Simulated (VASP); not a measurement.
Here is a VASP 6.6.1 calculation.

File INCAR:

```
  PREC = Accurate
  ENCUT = 520
  EDIFF = 1E-7
  ISMEAR = 0
  SIGMA = 0.1
  LREAL = F
  LASPH = T
  NELM = 60
  ALGO = Fast
  ISIF = 2
  LWAVE = F
  LCHARG = F
  NBANDS = 10
```

File KPOINTS:

```
regular mesh
0
Gamma
  48 48 48
```

The input POSCAR:

```
Ir
1.0
    0.0000000000      1.9054822473      1.9054822473
    1.9054822473      0.0000000000      1.9054822473
    1.9054822473      1.9054822473      0.0000000000
Ir
1
Direct
    0.0000000000      0.0000000000      0.0000000000
```

Potentials or basis: VASP PAW LDA potentials, release 64 (Ir).

Launch:

```sh
$ cat potpaw_LDA.64/Ir/POTCAR > POTCAR
$ mpirun -np 1 vasp_std > vasp.out
```

(1) Estimate the pressure.

(2) What does it give for the band gap on the k mesh?

Results:

(1) 2.6 GPa.

(2) zero (an odd number of electrons rules out a gap without spin polarisation).

Caveat: spin-orbit coupling is left out, which moves the levels of the heavy elements.
